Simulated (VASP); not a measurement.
Input of a VASP 6.6.1 run:

File INCAR:

```
ALGO     = Normal         # electronic algorithm
EDIFF    = 1E-6           # SCF threshold, eV
ENCUT    = 600            # plane-wave cutoff, eV
GGA      = PS             # functional
GGA_COMPAT= False        
ISIF     = 2              # what is computed and relaxed
ISMEAR   = -1             # smearing method
ISPIN    = 2              # spin polarisation
LASPH    = True           # aspherical terms in the spheres
LCHARG   = True           # write CHGCAR
LELF     = True           # ELF
LMAXMIX  = 4              # l up to which the mixer works
LORBIT   = 11             # projections on sites
LREAL    = False          # projectors in reciprocal space
LVHAR    = True         
LWAVE    = False          # write WAVECAR
MAGMOM   = 3 0            # initial moments
NBANDS   = 18             # bands
NELM     = 200            # most SCF steps
PREC     = Accurate       # precision mode
SIGMA    = 0.05           # smearing width, eV
```

KPOINTS

```
k-points
0
Gamma
  6 6 6
```

POSCAR

```
FeO
1.0
    0.0000000000      2.1554001600      2.1554001600
    2.1554001600      0.0000000000      2.1554001600
    2.1554001600      2.1554001600      0.0000000000
Fe O
1 1
Direct
    0.0000000000      0.0000000000      0.0000000000
    0.5000000000      0.5000000000      0.5000000000
```

Potentials or basis: VASP PAW PBE potentials, release 64 (Fe, O).

Command:

```bash
$ cat potpaw_PBE.64/Fe/POTCAR potpaw_PBE.64/O/POTCAR > POTCAR
$ mpirun -np 1 vasp_std > vasp.out
```

Problem. Estimate the site moments.

Solution. Fe +3.62; O +0.30 μB.

Problem. What does it give for the band gap on the k mesh?

Solution. Zero (filled and empty bands overlap).

Problem. Estimate the net moment.

Solution. 4.01 μB per cell.

Problem. What does it give for the pressure?

Solution. -8.2 GPa.

Caveat: the k points lie up to 0.42 Å⁻¹ apart; the PAW data sets were made with another functional, which shifts forces and pressure a little; a cell with one magnetic atom can't hold antiferromagnetic order, which such compounds often take; semilocal functionals often make such compounds metallic where correlation or magnetic order opens a gap, which also shifts bond lengths. With open d or f shells a metallic result of PBEsol can be an artefact of self-interaction; +U or a hybrid may open a gap.
